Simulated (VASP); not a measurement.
# SnSe2 (P-3m1) in VASP: notebook

SnSe2 is run at these levels: LDA; tasks: single point.

All numbers are computed with VASP 6.6.1; they aren't measurements. Logs are shortened: lines on timing, memory, paths and dates and some standing lists are left out, and cuts for length are marked.

### Step 1. The cell of the first run

The structure is trigonal, space group P-3m1 (No. 164). The conventional cell has a = 3.811 Å, b = 3.811 Å, c = 6.136 Å, α = 90.00°, β = 90.00°, γ = 120.00°. Within 3.5 Å of Sn (site symmetry -3m) lie 6 Se at 2.68 Å. Within 3.5 Å of Se (site symmetry 3m) lie 3 Sn at 2.68 Å.

### Step 2. Single point, LDA

Contents of INCAR:

```
SYSTEM = SnSe2
PREC = Accurate
ENCUT = 500
EDIFF = 1E-6
ISMEAR = -1
SIGMA = 0.0272
LREAL = .FALSE.
LASPH = .TRUE.
NELM = 120
ALGO = Normal
ISIF = 2
LWAVE = .FALSE.
LCHARG = .FALSE.
GGA = CA
NBANDS = 20
GGA_COMPAT = .FALSE.
```

Contents of KPOINTS:

```
Automatic mesh
0
G
  6 6 4
  0 0 0
```

Contents of POSCAR:

```
SnSe2
1.0
    3.8110000000      0.0000000000      0.0000000000
   -1.9055000000      3.3004228138      0.0000000000
    0.0000000000      0.0000000000      6.1360000000
Sn Se
1 2
Direct
    0.0000000000      0.0000000000      0.0000000000
    0.3333333330      0.6666666670      0.2490000000
    0.6666666670      0.3333333330      0.7510000000
```

Potentials or basis: VASP PAW LDA potentials, release 64 (Sn_d, Se).

On the command line:

```bash
$ cat potpaw_LDA.64/Sn_d/POTCAR potpaw_LDA.64/Se/POTCAR > POTCAR
$ mpirun -np 1 vasp_std > vasp.out
```

OUTCAR:

```text
SYSTEM = SnSe2
   PREC = Accurate
   ENCUT = 500
   EDIFF = 1E-6
   ISMEAR = -1
   LREAL = .FALSE.
   LASPH = .TRUE.
   NELM = 120
   ISIF = 2
   GGA = CA

 ion  position               nearest neighbor table
   1  0.000  0.000  0.000-   2 2.68   3 2.68   2 2.68   3 2.68   3 2.68   2 2.68
   2  0.333  0.667  0.249-   1 2.68   1 2.68   1 2.68
   3  0.667  0.333  0.751-   1 2.68   1 2.68   1 2.68

  LATTYP: Found a hexagonal cell.
 ALAT       =     3.8110000000
 C/A-ratio  =     1.6100760955

  Lattice vectors:

 A1 = (   3.8110000000,   0.0000000000,   0.0000000000)
 A2 = (  -1.9055000000,   3.3004228138,   0.0000000000)
 A3 = (   0.0000000000,   0.0000000000,   6.1360000000)

Analysis of symmetry for initial positions (statically):
=====================================================================
 Subroutine PRICEL returns:
 Original cell was already a primitive cell.

 Routine SETGRP: Setting up the symmetry group for a
 hexagonal supercell.

 Subroutine GETGRP returns: Found 12 space group operations
 (whereof 12 operations were pure point group operations)
 out of a pool of 24 trial point group operations.

The static configuration has the point symmetry D_3d.

Analysis of symmetry for dynamics (positions and initial velocities):
=====================================================================
 Subroutine PRICEL returns:
 Original cell was already a primitive cell.

 Routine SETGRP: Setting up the symmetry group for a
 hexagonal supercell.

 Subroutine GETGRP returns: Found 12 space group operations
 (whereof 12 operations were pure point group operations)
 out of a pool of 24 trial point group operations.

The dynamic configuration has the point symmetry D_3d.

 Subroutine INISYM returns: Found 12 space group operations
 (whereof 12 operations are pure point group operations),
 and found     1 'primitive' translations

----------------------------------------------------------------------------------------

                                     Primitive cell

  volume of cell :      77.1781

  direct lattice vectors                    reciprocal lattice vectors
     3.811000000  0.000000000  0.000000000     0.262398321  0.151495741  0.000000000
    -1.905500000  3.300422814  0.000000000     0.000000000  0.302991482  0.000000000
     0.000000000  0.000000000  6.136000000     0.000000000  0.000000000  0.162972621
[... 80 lines left out ...]
   LNONCOLLINEAR =      F non collinear calculations
   LSORBIT =      F    spin-orbit coupling
   LASPH  =      T    aspherical Exc in radial PAW
   ENCUT  =  500.0 eV  36.75 Ry    6.06 a.u.   6.95  6.95 11.19*2*pi/ulx,y,z
   NELM   =    120;   NELMIN=  2; NELMDL= -5     # of ELM steps
   EDIFF  = 0.1E-05   stopping-criterion for ELM
   LREAL  =      F    real-space projection
   EDIFFG = 0.1E-04   stopping-criterion for IOM
   NSW    =      0    number of steps for IOM
   IBRION =     -1    ionic relax: 0-MD 1-quasi-New 2-CG
   NFREE  =      0    steps in history (QN), initial steepest desc. (CG)
   ISIF   =      2    stress and relaxation
   ISYM   =      2    0-nonsym 1-usesym 2-fastsym
   POTIM  = 0.5000    time-step for ionic-motion
   TEBEG  =    0.0;   TEEND  =   0.0 temperature during run
   PSTRESS=    0.0 pullay stress
   NELECT =      26.0000    total number of electrons
   NUPDOWN=      -1.0000    fix difference up-down
   EMIN   =  10.00;   EMAX   =-10.00  energy-range for DOS
   EFERMI =   0.00;   METHOD = LEGACY
   ISMEAR =    -1;   SIGMA  =   0.03  broadening in eV -4-tet -1-fermi 0-gaus
   EFERMI_NEDOS =   21; number of points for ismear=-14 and -15
   IALGO  =     38    algorithm
   IMIX   =      4    mixing-type and parameters
     AMIX     =   0.40;   BMIX     =  1.00
     AMIX_MAG =   1.60;   BMIX_MAG =  1.00
  volume/ion in A,a.u.               =      25.73       173.61
  Fermi-wavevector in a.u.,A,eV,Ry     =   1.139116  2.152617 17.654722  1.297585
  Thomas-Fermi vector in A             =   2.275820
   LORBIT       =      0    0 simple, 1 ext, 2 COOP (PROOUT), +10 PAW based schemes
   GGA     = CA    functional components
   LHFCALC =     F    Hartree Fock is set to
   AEXX    =    0.0000 exact exchange contribution
   IVDW    =     0    specifies the selected vdW correction
   LEPSILON=     F    determine dielectric tensor
   LRPA    =     F    only Hartree local field effects (RPA)
 non-spin polarized calculation
  energy-cutoff  :      500.00
  volume of cell :       77.18
 maximum number of plane-waves:      1968
   NGX = 13   NGY = 13   NGZ = 23

 number of electron      26.0000008 magnetization

 Free energy of the ion-electron system (eV)
  ---------------------------------------------------
  ext. energy  EPLUGINS =         0.00000000
  ---------------------------------------------------
  free energy    TOTEN  =       -13.74447996 eV

  energy without entropy =      -13.74447982  energy(sigma->0) =      -13.74447989

 E-fermi :   4.4354     XC(G=0):  -9.7803

 val. band max:        4.0990559896   @ k =   0.0000   0.0000   0.0000
 cond. band min:       4.7904299627   @ k =   0.5000   0.0000   0.2500
 fundamental gap:      0.6913739731
 Fermi energy:         4.4353806274

 k-point     1 :       0.0000    0.0000    0.0000
  band No.  band energies     occupation
      1     -17.0931      2.00000
      2     -17.0931      2.00000
      3     -17.0508      2.00000
      4     -17.0355      2.00000
      5     -17.0355      2.00000
      6      -9.9424      2.00000
[... 541 lines left out ...]
     19      13.0511      0.00000
     20      13.0739      0.00000

------------------------ aborting loop because EDIFF is reached ----------------------------------------

  FORCE on cell =-STRESS in cart. coord.  units (eV):
  Direction    XX          YY          ZZ          XY          YZ          ZX
  --------------------------------------------------------------------------------------
  -------------------------------------------------------------------------------------
  Total        0.2471329      0.2471329      0.9741291      0.0000000     -0.0000000      0.0000000
  in kB        5.1303534      5.1303534     20.2224252      0.0000000     -0.0000000      0.0000000
  external PRESSURE =      10.1610440 kB  Pullay stress =       0.0000000 kB

 VOLUME and BASIS-vectors are now :
 -----------------------------------------------------------------------------
  energy-cutoff  :      500.00
  volume of cell :       77.18
      direct lattice vectors                 reciprocal lattice vectors
     3.811000000  0.000000000  0.000000000     0.262398321  0.151495741  0.000000000
    -1.905500000  3.300422814  0.000000000     0.000000000  0.302991482  0.000000000
     0.000000000  0.000000000  6.136000000     0.000000000  0.000000000  0.162972621

 POSITION                                       TOTAL-FORCE (eV/Angst)
 -----------------------------------------------------------------------------------
      0.00000      0.00000      0.00000         0.000000      0.000000      0.000000
     -0.00000      2.20028      1.52786        -0.000000      0.000000      0.497019
      1.90550      1.10014      4.60814         0.000000      0.000000     -0.497019
 -----------------------------------------------------------------------------------
    total drift:                                0.000000      0.000000     -0.000000

  FREE ENERGIE OF THE ION-ELECTRON SYSTEM (eV)
  ---------------------------------------------------
  free  energy   TOTEN  =       -13.7444799607 eV

  energy  without entropy=      -13.7444798165  energy(sigma->0) =      -13.74447989
```

OSZICAR:

```text
N       E                     dE             d eps       ncg     rms          rms(c)
DAV:   1     0.202661900460E+03    0.20266E+03   -0.11864E+04   968   0.144E+03
DAV:   2     0.989540623322E+01   -0.19277E+03   -0.18576E+03  1016   0.376E+02
DAV:   3    -0.131814171817E+02   -0.23077E+02   -0.22517E+02  1184   0.115E+02
DAV:   4    -0.140403864216E+02   -0.85897E+00   -0.85706E+00  1136   0.230E+01
DAV:   5    -0.140614102706E+02   -0.21024E-01   -0.21022E-01  1324   0.373E+00    0.536E+00
DAV:   6    -0.137838747154E+02    0.27754E+00   -0.48824E-01  1436   0.744E+00    0.342E+00
DAV:   7    -0.137481950110E+02    0.35680E-01   -0.15412E-01  1144   0.243E+00    0.935E-01
DAV:   8    -0.137447169831E+02    0.34780E-02   -0.11694E-02  1272   0.108E+00    0.276E-01
DAV:   9    -0.137444795905E+02    0.23739E-03   -0.12086E-03  1120   0.250E-01    0.830E-02
DAV:  10    -0.137444776509E+02    0.19397E-05   -0.85698E-05  1192   0.624E-02    0.300E-02
DAV:  11    -0.137444803214E+02   -0.26705E-05   -0.92496E-06  1100   0.180E-02    0.424E-03
DAV:  12    -0.137444799607E+02    0.36069E-06   -0.94774E-07   708   0.650E-03
   1 F= -.13744480E+02 E0= -.13744480E+02  d E =-.144238E-06
```

stdout:

```text
POSCAR found type information on POSCAR SnSe
 POSCAR found :  2 types and       3 ions
 scaLAPACK will be used
 LDA part: xc-table for (Slater(with rela. corr.)+CA(PZ))
 , standard interpolation
 POSCAR, INCAR and KPOINTS ok, starting setup
 FFT: planning ... GRIDC
 FFT: planning ... GRID_SOFT
 FFT: planning ... GRID
 WAVECAR not read
 entering main loop
```

Wall time 11 s (1 thread of Intel Xeon 6975P-C (Granite Rapids), shared host); peak memory 0.17 GiB.

What came out:

```yaml
Free_energy: -13.7445 eV
Pressure: 1.0 GPa
Largest_force: 0.497 eV/Å
Band_gap_on_the_k_mesh: 0.69 eV (least direct gap 0.90 eV)
```

Forces in eV/Å, atoms in the order of the input:
```
Sn   0.000  0.000  0.000
Se   0.000  0.000  0.497
Se   0.000  0.000 -0.497
```

Caveat: spin-orbit coupling is left out, which moves the levels of the heavy elements.

### Step 3. Single point, LDA

Contents of INCAR:

```
SYSTEM = SnSe2
PREC     = Accurate       ! precision mode
ENCUT    = 500            ! plane-wave cutoff, eV
EDIFF    = 1E-6           ! SCF threshold, eV
ISMEAR   = -1             ! smearing method
SIGMA    = 0.0272         ! smearing width, eV
LREAL    = .FALSE.        ! projectors in reciprocal space
LASPH    = .TRUE.         ! aspherical terms in the spheres
NELM     = 120            ! most SCF steps
ALGO     = Normal         ! electronic algorithm
ISIF     = 2              ! what is computed and relaxed
LWAVE    = .FALSE.        ! write WAVECAR
LCHARG   = .FALSE.        ! write CHGCAR
NBANDS   = 20             ! bands
GGA_COMPAT= .FALSE.
```

Contents of KPOINTS:

```
regular mesh
0
G
  6 6 4
  0 0 0
```

POSCAR is that of step 2.

Potentials or basis: VASP PAW LDA potentials, release 64 (Sn_d, Se).

On the command line:

```bash
$ cat potpaw_LDA.64/Sn_d/POTCAR potpaw_LDA.64/Se/POTCAR > POTCAR
$ mpirun -np 1 vasp_std > vasp.out
```

It took 12 s on 1 thread of Intel Xeon 6975P-C (Granite Rapids), shared host; peak memory 0.17 GiB.

It converged, with:

* Free energy: -13.7445 eV
* Pressure: 1.0 GPa
* Largest force: 0.497 eV/Å
* Band gap on the k mesh: 0.69 eV (least direct gap 0.90 eV)

Forces on the atoms (eV/Å):
```
Sn   0.000  0.000  0.000
Se   0.000  0.000  0.497
Se   0.000  0.000 -0.497
```

Stress tensor (GPa, compression positive):
```
0.51 0.00 0.00
0.00 0.51 0.00
0.00 0.00 2.02
```

Levels at points of the mesh, in eV from the valence-band top:
```
           k point  band 11  band 12  band 13  band 14  band 15  band 16
(0.00, 0.00, 0.00)    -0.38    -0.38     0.00     0.90     2.79     4.53
(0.50, 0.00, 0.00)    -2.70    -1.24    -0.30     1.06     3.64     5.33
(0.00, 0.00, 0.50)    -0.80    -0.23    -0.23     2.33     2.75     4.26
(0.50, 0.00, 0.50)    -2.01    -0.86    -0.70     0.76     4.10     4.71
```

Caveat: spin-orbit coupling is left out, which moves the levels of the heavy elements. A k mesh can miss the band edges.
